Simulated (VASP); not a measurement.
A run of VASP 6.6.1 is set up as follows.

Contents of INCAR:

```
PREC = Accurate
ENCUT = 520
EDIFF = 1E-6
ISMEAR = 0
SIGMA = 0.15
LREAL = F
LASPH = T
NELM = 80
ALGO = Normal
ISIF = 2
LWAVE = F
LCHARG = F
GGA = PE
NBANDS = 22
```

Contents of KPOINTS:

```
Automatic mesh
0
Gamma
  18 16 12
```

File POSCAR:

```
SiNi
1.0
    3.2912044499      0.0000000000      0.0000000000
    0.0000000000      3.5099131402      0.0000000000
    0.0000000000      0.0000000000      4.0584292329
Si Ni
2 2
Direct
    0.5000000000      0.5000000000      0.8431827238
    0.0000000000      0.0000000000      0.1568172762
    0.5000000000      0.5000000000      0.3423059774
    0.0000000000      0.0000000000      0.6576940226
```

Potentials or basis: VASP PAW PBE potentials, release 64 (Si, Ni).

Run with:

```bash
$ cat potpaw_PBE.64/Si/POTCAR potpaw_PBE.64/Ni/POTCAR > POTCAR
$ mpirun -np 1 vasp_std > vasp.out
```

(1) What does it give for the pressure?

(2) Predict the largest force.

(3) Predict the band gap on the k mesh.

Results:

(1) 24.7 GPa.

(2) 1.031 eV/Å.

(3) zero (band 14 reaches 12.33 eV, above the bottom of band 15 at 9.75 eV).

Caveat: forces of over 1 eV/Å act on the atoms, so gaps and moduli don't describe the material at rest.
